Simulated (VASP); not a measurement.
# GaP (F-43m) in VASP: further runs

Aim: see how the results for GaP move with the level of theory and the settings. Levels: r2SCAN, PBE. Tasks: single point, relaxation of cell and atoms.

Program: VASP 6.6.1. These are calculated values, not measurements. Logs are shortened: lines on timing, memory, paths and dates and some standing lists are left out, and cuts for length are marked.

**The experiment to reproduce.**

From “Stacking defects in GaP nanowires: Electronic structure and optical properties”, 2018, arxiv:1810.01194, for a bulk crystal of GaP at 10 K: band gap 2.34 eV (indirect).

The results are compared with them further down.

### 1 The cell of the first run

The structure is cubic, space group F-43m (No. 216). Conventional cell: a = 5.451 Å, b = 5.451 Å, c = 5.451 Å, α = 90.00°, β = 90.00°, γ = 90.00°. Ga (site symmetry -43m) has 4 P at 2.36 Å within 3.1 Å. Within 3.1 Å of P (site symmetry -43m) lie 4 Ga at 2.36 Å.

### 2 Single point, r2SCAN

POSCAR

```
GaP
1.0
    0.0000000000      2.7257149900      2.7257149900
    2.7257149900      0.0000000000      2.7257149900
    2.7257149900      2.7257149900      0.0000000000
Ga P
1 1
Direct
    0.0000000000      0.0000000000      0.0000000000
    0.2500000000      0.2500000000      0.2500000000
```

INCAR.step1

```
ALGO = Normal ; EDIFF = 1E-4
ENCUT = 520 ; GGA = PE
ISMEAR = -1 ; LASPH = T
LCHARG = F ; LREAL = F
LWAVE = T ; NBANDS = 16
NELM = 80 ; PREC = Accurate
SIGMA = 0.02
```

INCAR.step2

```
ALGO = Normal ; EDIFF = 1E-7
ENCUT = 520 ; ISIF = 2
ISMEAR = -1 ; ISTART = 1
LASPH = T ; LCHARG = F
LMIXTAU = T ; LREAL = F
LWAVE = F ; METAGGA = R2SCAN
NBANDS = 16 ; NELM = 80
PREC = Accurate ; SIGMA = 0.02
```

KPOINTS

```
k-points
0
Gamma
  10 10 10
```

Potentials or basis: VASP PAW PBE potentials, release 64 (Ga_d, P).

On the command line:

```console
$ cat potpaw_PBE.64/Ga_d/POTCAR potpaw_PBE.64/P/POTCAR > POTCAR
$ cp INCAR.step1 INCAR
$ mpirun -np 1 vasp_std > vasp.out
$ cp INCAR.step2 INCAR
$ mpirun -np 1 vasp_std > vasp.out
```

OUTCAR:

```text
EDIFF = 1E-7
   ENCUT = 520
   ISIF = 2
   ISMEAR = -1
   ISTART = 1
   LASPH = T
   LREAL = F
   METAGGA = R2SCAN
   NELM = 80
   PREC = Accurate

 ion  position               nearest neighbor table
   1  0.000  0.000  0.000-   2 2.36   2 2.36   2 2.36   2 2.36
   2  0.250  0.250  0.250-   1 2.36   1 2.36   1 2.36   1 2.36

  LATTYP: Found a face centered cubic cell.
 ALAT       =     5.4514299800

  Lattice vectors:

 A1 = (   0.0000000000,   2.7257149900,   2.7257149900)
 A2 = (   2.7257149900,   0.0000000000,   2.7257149900)
 A3 = (   2.7257149900,   2.7257149900,   0.0000000000)

Analysis of symmetry for initial positions (statically):
=====================================================================
 Subroutine PRICEL returns:
 Original cell was already a primitive cell.

 Routine SETGRP: Setting up the symmetry group for a
 face centered cubic supercell.

 Subroutine GETGRP returns: Found 24 space group operations
 (whereof 24 operations were pure point group operations)
 out of a pool of 48 trial point group operations.

The static configuration has the point symmetry T_d .

Analysis of symmetry for dynamics (positions and initial velocities):
=====================================================================
 Subroutine PRICEL returns:
 Original cell was already a primitive cell.

 Routine SETGRP: Setting up the symmetry group for a
 face centered cubic supercell.

 Subroutine GETGRP returns: Found 24 space group operations
 (whereof 24 operations were pure point group operations)
 out of a pool of 48 trial point group operations.

The dynamic configuration has the point symmetry T_d .

 Subroutine INISYM returns: Found 24 space group operations
 (whereof 24 operations are pure point group operations),
 and found     1 'primitive' translations

----------------------------------------------------------------------------------------

                                     Primitive cell

  volume of cell :      40.5015

  direct lattice vectors                    reciprocal lattice vectors
     0.000000000  2.725714990  2.725714990    -0.183438108  0.183438108  0.183438108
     2.725714990  0.000000000  2.725714990     0.183438108 -0.183438108  0.183438108
     2.725714990  2.725714990  0.000000000     0.183438108  0.183438108 -0.183438108

  length of vectors
     3.854743106  3.854743106  3.854743106     0.317724123  0.317724123  0.317724123

  position of ions in fractional coordinates (direct lattice)
     0.000000000  0.000000000  0.000000000
     0.250000000  0.250000000  0.250000000

  ion indices of the primitive-cell ions
   primitive index   ion index
                 1           1
                 2           2

----------------------------------------------------------------------------------------

 KPOINTS: k-points

Automatic generation of k-mesh.
 Grid dimensions read from file:
 generate k-points for:   10   10   10

 Generating k-lattice:

  Cartesian coordinates                     Fractional coordinates (reciprocal lattice)
    -0.018343811  0.018343811  0.018343811     0.100000000  0.000000000  0.000000000
     0.018343811 -0.018343811  0.018343811     0.000000000  0.100000000  0.000000000
     0.018343811  0.018343811 -0.018343811     0.000000000  0.000000000  0.100000000

  Length of vectors
     0.031772412  0.031772412  0.031772412

  Shift w.r.t. Gamma in fractional coordinates (k-lattice)
     0.000000000  0.000000000  0.000000000

 Subroutine IBZKPT returns following result:
 ===========================================

 Found     47 irreducible k-points:

 Following reciprocal coordinates:
            Coordinates               Weight
  0.000000  0.000000  0.000000      1.000000
  0.100000  0.000000  0.000000      8.000000
  0.200000  0.000000  0.000000      8.000000
  0.300000  0.000000  0.000000      8.000000
  0.400000  0.000000  0.000000      8.000000
  0.500000  0.000000  0.000000      4.000000
[... 16 lines left out ...]
  0.300000  0.300000  0.000000      6.000000
  0.400000  0.300000  0.000000     24.000000
 [... further k-points ...]
   k-points           NKPTS =     47   k-points in BZ     NKDIM =     47   number of bands    NBANDS=     16
   number of dos      NEDOS =    301   number of ions     NIONS =      2
   total plane-waves  NPLWV =  27000
   dimension x,y,z NGX =    30 NGY =   30 NGZ =   30
   dimension x,y,z NGXF=    60 NGYF=   60 NGZF=   60
   ions per type =               1   1
   NGX,Y,Z   is equivalent  to a cutoff of  12.94, 12.94, 12.94 a.u.
   NGXF,Y,Z  is equivalent  to a cutoff of  25.88, 25.88, 25.88 a.u.
 SYSTEM =  unknown system
   PREC   = accura    normal or accurate (medium, high low for compatibility)
   ISTART =      1    job   : 0-new  1-cont  2-samecut
   ICHARG =      0    charge: 1-file 2-atom 10-const
   ISPIN  =      1    spin polarized calculation?
   LNONCOLLINEAR =      F non collinear calculations
   LSORBIT =      F    spin-orbit coupling
   LASPH  =      T    aspherical Exc in radial PAW
   ENCUT  =  520.0 eV  38.22 Ry    6.18 a.u.   7.17  7.17  7.17*2*pi/ulx,y,z
   NELM   =     80;   NELMIN=  2; NELMDL=  0     # of ELM steps
   EDIFF  = 0.1E-06   stopping-criterion for ELM
   LREAL  =      F    real-space projection
   EDIFFG = 0.1E-05   stopping-criterion for IOM
   NSW    =      0    number of steps for IOM
   IBRION =     -1    ionic relax: 0-MD 1-quasi-New 2-CG
   NFREE  =      0    steps in history (QN), initial steepest desc. (CG)
   ISIF   =      2    stress and relaxation
   ISYM   =      2    0-nonsym 1-usesym 2-fastsym
   POTIM  = 0.5000    time-step for ionic-motion
   TEBEG  =    0.0;   TEEND  =   0.0 temperature during run
   PSTRESS=    0.0 pullay stress
   NELECT =      18.0000    total number of electrons
   NUPDOWN=      -1.0000    fix difference up-down
   EMIN   =  10.00;   EMAX   =-10.00  energy-range for DOS
   EFERMI =   0.00;   METHOD = LEGACY
   ISMEAR =    -1;   SIGMA  =   0.02  broadening in eV -4-tet -1-fermi 0-gaus
   EFERMI_NEDOS =   21; number of points for ismear=-14 and -15
   IALGO  =     38    algorithm
   IMIX   =      4    mixing-type and parameters
     AMIX     =   0.40;   BMIX     =  1.00
     AMIX_MAG =   1.60;   BMIX_MAG =  1.00
  volume/ion in A,a.u.               =      20.25       136.66
  Fermi-wavevector in a.u.,A,eV,Ry     =   1.249324  2.360881 21.236129  1.560811
  Thomas-Fermi vector in A             =   2.383370
   LORBIT       =      0    0 simple, 1 ext, 2 COOP (PROOUT), +10 PAW based schemes
   METAGGA = R2SCAN    functional components
   LHFCALC =     F    Hartree Fock is set to
   AEXX    =    0.0000 exact exchange contribution
   IVDW    =     0    specifies the selected vdW correction
   LEPSILON=     F    determine dielectric tensor
   LRPA    =     F    only Hartree local field effects (RPA)
 non-spin polarized calculation
  energy-cutoff  :      520.00
  volume of cell :       40.50
 maximum number of plane-waves:      1106
 NGX is ok and might be reduce to    30
   NGX = 15   NGY = 15   NGZ = 15

 number of electron      17.9999989 magnetization

 Free energy of the ion-electron system (eV)
  ---------------------------------------------------
  ext. energy  EPLUGINS =         0.00000000
  ---------------------------------------------------
  free energy    TOTEN  =       -21.46469642 eV

  energy without entropy =      -21.46469642  energy(sigma->0) =      -21.46469642

 E-fermi :   4.8696     XC(G=0): -10.5468

 val. band max:        4.4558630409   @ k =   0.0000   0.0000   0.0000
 cond. band min:       6.3208806328   @ k =   0.4000   0.4000   0.0000
 fundamental gap:      1.8650175919
 Fermi energy:         4.8695941435

 k-point     1 :       0.0000    0.0000    0.0000
  band No.  band energies     occupation
      1     -10.5313      2.00000
      2     -10.5313      2.00000
      3     -10.5313      2.00000
      4     -10.4177      2.00000
      5     -10.4177      2.00000
      6      -8.5617      2.00000
[... 8 lines left out ...]
     15      14.7290      0.00000
     16      14.7290      0.00000

 k-point     2 :       0.1000    0.0000    0.0000
  band No.  band energies     occupation
      1     -10.5420      2.00000
      2     -10.5280      2.00000
      3     -10.5280      2.00000
      4     -10.4178      2.00000
      5     -10.4178      2.00000
      6      -8.4244      2.00000
[... 8 lines left out ...]
     15      14.2600      0.00000
     16      14.5482      0.00000

 k-point     3 :       0.2000    0.0000    0.0000
  band No.  band energies     occupation
      1     -10.5677      2.00000
      2     -10.5199      2.00000
      3     -10.5199      2.00000
      4     -10.4172      2.00000
      5     -10.4172      2.00000
      6      -8.0278      2.00000
[... 8 lines left out ...]
     15      13.8347      0.00000
     16      15.2156      0.00000

 k-point     4 :       0.3000    0.0000    0.0000
  band No.  band energies     occupation
      1     -10.5958      2.00000
      2     -10.5113      2.00000
      3     -10.5113      2.00000
      4     -10.4151      2.00000
      5     -10.4151      2.00000
      6      -7.4236      2.00000
[... 8 lines left out ...]
     15      14.2766      0.00000
     16      14.8210      0.00000
[... 324 lines left out ...]
 k-point    22 :      -0.2000    0.2000    0.0000
  band No.  band energies     occupation
      1     -10.6027      2.00000
      2     -10.5061      2.00000
      3     -10.5042      2.00000
      4     -10.4212      2.00000
      5     -10.4134      2.00000
      6      -7.2175      2.00000
[... 8 lines left out ...]
     15      16.4611      0.00000
     16      17.2769      0.00000

 k-point    23 :       0.3000    0.3000    0.0000
  band No.  band energies     occupation
      1     -10.6257      2.00000
      2     -10.4863      2.00000
      3     -10.4863      2.00000
      4     -10.4408      2.00000
      5     -10.4025      2.00000
      6      -7.0319      2.00000
[... 8 lines left out ...]
     15      16.1419      0.00000
     16      19.0373      0.00000

 k-point    24 :       0.4000    0.3000    0.0000
  band No.  band energies     occupation
      1     -10.6390      2.00000
      2     -10.4798      2.00000
      3     -10.4777      2.00000
      4     -10.4436      2.00000
      5     -10.4002      2.00000
      6      -6.4901      2.00000
[... 8 lines left out ...]
     15      16.8509      0.00000
     16      19.0042      0.00000

 [... further k-points ...]

------------------------ aborting loop because EDIFF is reached ----------------------------------------

  FORCE on cell =-STRESS in cart. coord.  units (eV):
  Direction    XX          YY          ZZ          XY          YZ          ZX
  --------------------------------------------------------------------------------------
  -------------------------------------------------------------------------------------
  Total       -0.0163202     -0.0163202     -0.0163202      0.0000000      0.0000000      0.0000000
  in kB       -0.6456036     -0.6456036     -0.6456036      0.0000000      0.0000000      0.0000000
  external PRESSURE =      -0.6456036 kB  Pullay stress =       0.0000000 kB

 VOLUME and BASIS-vectors are now :
 -----------------------------------------------------------------------------
  energy-cutoff  :      520.00
  volume of cell :       40.50
      direct lattice vectors                 reciprocal lattice vectors
     0.000000000  2.725714990  2.725714990    -0.183438108  0.183438108  0.183438108
     2.725714990  0.000000000  2.725714990     0.183438108 -0.183438108  0.183438108
     2.725714990  2.725714990  0.000000000     0.183438108  0.183438108 -0.183438108

 POSITION                                       TOTAL-FORCE (eV/Angst)
 -----------------------------------------------------------------------------------
      0.00000      0.00000      0.00000        -0.000000     -0.000000     -0.000000
      1.36286      1.36286      1.36286         0.000000      0.000000      0.000000
 -----------------------------------------------------------------------------------
    total drift:                                0.000010      0.000010      0.000010

  FREE ENERGIE OF THE ION-ELECTRON SYSTEM (eV)
  ---------------------------------------------------
  free  energy   TOTEN  =       -21.4646964189 eV

  energy  without entropy=      -21.4646964189  energy(sigma->0) =      -21.46469642
```

Run time: 2 min. Hardware: 1 thread of Intel Xeon 6975P-C (Granite Rapids), shared host; peak memory 0.18 GiB.

Results:

```
Free energy            : -21.4647 eV
Pressure               : -0.1 GPa
Band gap on the k mesh : 1.86 eV, indirect (least direct gap 2.34 eV)
```

Caveat: the PAW data sets were made with another functional, which shifts forces and pressure a little.

### 3 Single point, r2SCAN

This run uses another cell than the first one, of 20.66 Å³/atom, 1.020 times its volume.

POSCAR

```
GaP
1.0
    0.0000000000      2.7437666100      2.7437666100
    2.7437666100      0.0000000000      2.7437666100
    2.7437666100      2.7437666100      0.0000000000
Ga P
1 1
Direct
    0.0000000000      0.0000000000      0.0000000000
    0.2500000000      0.2500000000      0.2500000000
```

INCAR.step1

```
  ALGO = Normal
  EDIFF = 1E-4
  ENCUT = 520
  GGA = PE
  ISMEAR = -1
  LASPH = T
  LCHARG = F
  LREAL = F
  LWAVE = T
  NBANDS = 16
  NELM = 100
  PREC = Accurate
  SIGMA = 0.02
```

INCAR.step2

```
  ALGO = Normal
  EDIFF = 1E-6
  ENCUT = 520
  ISIF = 2
  ISMEAR = -1
  ISTART = 1
  LASPH = T
  LCHARG = T
  LELF = T
  LMIXTAU = T
  LREAL = F
  LVHAR = T
  LWAVE = F
  METAGGA = R2SCAN
  NBANDS = 16
  NELM = 100
  PREC = Accurate
  SIGMA = 0.02
```

KPOINTS is that of step 2.

Potentials or basis: VASP PAW PBE potentials, release 64 (Ga_d, P).

On the command line:

```console
$ cat potpaw_PBE.64/Ga_d/POTCAR potpaw_PBE.64/P/POTCAR > POTCAR
$ cp INCAR.step1 INCAR
$ mpirun -np 1 vasp_std > vasp.out
$ cp INCAR.step2 INCAR
$ mpirun -np 1 vasp_std > vasp.out
```

OUTCAR:

```text
EDIFF = 1E-6
   ENCUT = 520
   ISIF = 2
   ISMEAR = -1
   ISTART = 1
   LASPH = T
   LREAL = F
   METAGGA = R2SCAN
   NELM = 100
   PREC = Accurate

 ion  position               nearest neighbor table
   1  0.000  0.000  0.000-   2 2.38   2 2.38   2 2.38   2 2.38
   2  0.250  0.250  0.250-   1 2.38   1 2.38   1 2.38   1 2.38

  LATTYP: Found a face centered cubic cell.
 ALAT       =     5.4875332200

  Lattice vectors:

 A1 = (   0.0000000000,   2.7437666100,   2.7437666100)
[... 642 lines left out ...]
------------------------ aborting loop because EDIFF is reached ----------------------------------------

  FORCE on cell =-STRESS in cart. coord.  units (eV):
  Direction    XX          YY          ZZ          XY          YZ          ZX
  --------------------------------------------------------------------------------------
  -------------------------------------------------------------------------------------
  Total       -0.4518638     -0.4518638     -0.4518638      0.0000000      0.0000000     -0.0000000
  in kB      -17.5245406    -17.5245406    -17.5245406      0.0000000      0.0000000     -0.0000000
  external PRESSURE =     -17.5245406 kB  Pullay stress =       0.0000000 kB

 VOLUME and BASIS-vectors are now :
 -----------------------------------------------------------------------------
  energy-cutoff  :      520.00
  volume of cell :       41.31
      direct lattice vectors                 reciprocal lattice vectors
     0.000000000  2.743766610  2.743766610    -0.182231243  0.182231243  0.182231243
     2.743766610  0.000000000  2.743766610     0.182231243 -0.182231243  0.182231243
     2.743766610  2.743766610  0.000000000     0.182231243  0.182231243 -0.182231243

 POSITION                                       TOTAL-FORCE (eV/Angst)
 -----------------------------------------------------------------------------------
      0.00000      0.00000      0.00000         0.000000      0.000000      0.000000
      1.37188      1.37188      1.37188        -0.000000     -0.000000     -0.000000
 -----------------------------------------------------------------------------------
    total drift:                                0.000007      0.000007      0.000007

  FREE ENERGIE OF THE ION-ELECTRON SYSTEM (eV)
  ---------------------------------------------------
  free  energy   TOTEN  =       -21.4600790564 eV

  energy  without entropy=      -21.4600790564  energy(sigma->0) =      -21.46007906
```

Wall time 94 s (1 thread of Intel Xeon 6975P-C (Granite Rapids), shared host); peak memory 0.18 GiB.

Results:

```
Free energy            : -21.4601 eV
Pressure               : -1.8 GPa
Band gap on the k mesh : 1.90 eV, indirect (least direct gap 2.17 eV)
```

Caveat: the PAW data sets were made with another functional, which shifts forces and pressure a little.

[end of part 1 of 2]
